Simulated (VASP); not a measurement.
## B4Pb: relaxation of cell and atoms with PBE

The system is B4Pb.

```
B Pb
1.0
    -2.45712    2.45712    2.45712
     2.45712   -2.45712    2.45712
     2.45712    2.45712   -2.45712
B Pb
4 1
Direct
  0.50000 0.50000 0.50000
  0.50000 0.00000 0.00000
  0.00000 0.00000 0.50000
  0.00000 0.50000 0.00000
  0.00000 0.00000 0.00000
```

The cell was generated, and may not be a known phase.

```yaml
Program: VASP 6.6.1
Task: relaxation of cell and atoms
Functional: PBE
Potentials_or_basis: VASP PAW PBE potentials, release 64 (B, Pb_d)
Cutoff: 600 eV
k_mesh: 6 × 6 × 6
Occupations: gaussian, width 0.1 eV
Spin: no spin polarisation
Dipole_correction: no
Further_INCAR_settings: ALGO = Normal; EDIFF = 1e-06; IBRION = 2; EDIFFG = -0.04; NSW = 90; ISIF = 3
```

* Relaxed volume: 16.32 Å³/atom
* Relaxed cell: a = 4.732 Å, b = 4.732 Å, c = 4.732 Å, α = 109.47°, β = 109.47°, γ = 109.47°
* Space group after relaxing (to 0.1 Å): Im-3m (No. 229)
* Energy gained by relaxing: 362.0 meV/atom
* Ionic steps: 3
* Pressure after relaxing: 0.4 GPa
* Band gap on the k mesh: zero (bands 13 and 14 overlap by 1.78 eV)

Step by step:
```
step  energy change (eV)  largest force (eV/Å)  pressure (GPa)  volume (Å³)
   1              0.0000                0.0000           34.94        59.34
   2             -1.8021                0.0000           -1.28        84.46
   3             -1.8099                0.0000            0.38        81.58
```

Final structure:
```
B Pb
1.0
    -2.73215    2.73215    2.73215
     2.73215   -2.73215    2.73215
     2.73215    2.73215   -2.73215
B Pb
4 1
Direct
  0.50000 0.50000 0.50000
  0.50000 0.00000 0.00000
  0.00000 0.00000 0.50000
  0.00000 0.50000 0.00000
  0.00000 0.00000 0.00000
```

Levels at points of the mesh, in eV from the Fermi level:
| k point | band 9 | band 10 | band 11 | band 12 | band 13 | band 14 | band 15 | band 16 | band 17 |
| --- | --- | --- | --- | --- | --- | --- | --- | --- | --- |
| (0.00, 0.00, 0.00) | -4.29 | -3.06 | -3.06 | -3.06 | -1.65 | -1.26 | -1.26 | -1.26 | 3.72 |
| (0.50, 0.00, 0.00) | -4.15 | -4.07 | -3.48 | -0.36 | 0.44 | 0.91 | 1.27 | 1.54 | 2.28 |
| (0.50, 0.50, 0.50) | -7.52 | -3.18 | -3.18 | -0.88 | 0.53 | 0.53 | 0.53 | 5.06 | 5.06 |

Wall time 48 s on 1 thread of Intel(R) Xeon(R) Platinum 8259CL CPU @ 2.50GHz (Skylake/Cascade Lake) (shared host), peak memory 0.22 GiB.

Caveat: the volume moved by over 15 % at a fixed basis, so the end points are rough; spin-orbit coupling is left out, which moves the levels of the heavy elements.
